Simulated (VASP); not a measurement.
## SnO2: single point with PBE

SnO2:

```
CELL_PARAMETERS angstrom
1.64503 0.94976 5.00423
-1.64503 0.94976 5.00423
0.00000 -1.89952 5.00423
ATOMIC_POSITIONS crystal
Sn 0.50000 0.50000 0.50000
O 0.23488 0.23488 0.23488
O 0.76512 0.76512 0.76512
```

| Item | Value |
| --- | --- |
| Program | VASP 6.6.1 |
| Task | single point |
| Functional | PBE |
| Potentials or basis | VASP PAW PBE potentials, release 64 (Sn_d, O) |
| Cutoff | 520 eV |
| k mesh | 12 × 12 × 12 |
| Occupations | gaussian, width 0.05 eV |
| Spin | no spin polarisation |

```json
{
  "Pressure": "-5.9 GPa",
  "Largest force": "0.454 eV/Å",
  "Band gap on the k mesh": "1.69 eV, indirect (least direct gap 1.83 eV)"
}
```

Forces in eV/Å, atoms in the order of the input:
```
Sn   0.000  0.000  0.000
O    0.000  0.000 -0.454
O    0.000  0.000  0.454
```

Stress tensor (GPa, compression positive):
```
-7.04  0.00  0.00
 0.00 -7.04  0.00
 0.00  0.00 -3.56
```

Levels at points of the mesh, in eV from the valence-band top:
```
           k point  band 10  band 11  band 12  band 13  band 14  band 15  band 16  band 17
(0.00, 0.00, 0.00)    -1.22    -0.89    -0.89    -0.14     1.69     5.50    10.59    10.59
(0.50, 0.00, 0.00)    -2.81    -1.31    -0.56    -0.45     4.85     7.38     9.67    12.04
(0.50, 0.50, 0.00)    -2.88    -1.08    -0.47    -0.05     4.67     6.69    10.22    11.04
(0.50, 0.50, 0.50)    -1.26    -1.03    -0.85    -0.85     2.73     5.35    10.71    10.71
```

Wall time 110 s on 1 thread of Intel(R) Xeon(R) 6975P-C (Granite Rapids) (shared host), peak memory 0.35 GiB.

Caveat: spin-orbit coupling is left out, which moves the levels of the heavy elements. Expect the measured gap to be larger: semilocal functionals such as PBE lack the derivative discontinuity.
